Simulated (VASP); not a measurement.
Write the native input for VASP 6.6.1 that does the following.

```yaml
Task: single point
Functional: PBE
Potentials_or_basis: VASP PAW PBE potentials, release 64 (Si)
Cutoff: 520 eV
k_mesh: 12 × 12 × 6
Occupations: gaussian, width 0.05 eV
Spin: no spin polarisation
Dipole_correction: no
Further_INCAR_settings: ALGO = Normal; EDIFF = 1e-07; NBANDS = 16
```

The structure of Si lies in POSCAR:

```
Si
1.0
    3.8313174605      0.0000000000      0.0000000000
   -1.9156587303      3.3180182508      0.0000000000
    0.0000000000      0.0000000000      6.3326220002
Si
4
Direct
    0.3333333333      0.6666666667      0.1103832419
    0.6666666667      0.3333333333      0.5630095000
    0.3333333333      0.6666666667      0.4369905000
    0.6666666667      0.3333333333      0.9369905000
```

This cell differs from its parent crystal: atom 1 (Si) moved by (+0.000, +0.300) A along y and z.

These files were run (other wordings do the same):

INCAR

```
SYSTEM = Si
PREC     = Accurate       ! precision mode
ENCUT    = 520            ! plane-wave cutoff, eV
EDIFF    = 1E-7           ! SCF threshold, eV
ISMEAR   = 0              ! smearing method
SIGMA    = 0.05           ! smearing width, eV
LREAL    = .FALSE.        ! projectors in reciprocal space
LASPH    = .TRUE.         ! aspherical terms in the spheres
NELM     = 60             ! most SCF steps
ALGO     = Normal         ! electronic algorithm
ISIF     = 2              ! what is computed and relaxed
LWAVE    = .FALSE.        ! write WAVECAR
LCHARG   = .TRUE.         ! write CHGCAR
GGA      = PE             ! functional
LELF     = .TRUE.         ! ELF
LVHAR    = .TRUE.       
NBANDS   = 16             ! bands
```

KPOINTS

```
regular mesh
0
G
  12 12 6
  0 0 0
```

Potentials or basis: VASP PAW PBE potentials, release 64 (Si).

Command:

```bash
$ cat potpaw_PBE.64/Si/POTCAR > POTCAR
$ mpirun -np 1 vasp_std > vasp.out
```

It gave:

| Quantity | Value |
| --- | --- |
| Pressure | 3.6 GPa |
| Largest force | 6.406 eV/Å |
| Band gap on the k mesh | zero (bands 8 and 9 overlap by 0.30 eV) |

Caveat: the cell differs from its parent crystal (atom 1 (Si) moved by (+0.000, +0.300) A along y and z); the stress differs along the axes, from -1 to 14 GPa; semilocal functionals underestimate gaps, and a narrow one can read as zero; forces of over 1 eV/Å act on the atoms, so gaps and moduli don't describe the material at rest.

Wall time 2.2 min on 1 thread of Intel Xeon 8259CL, with other jobs on the host, peak memory 0.23 GiB.
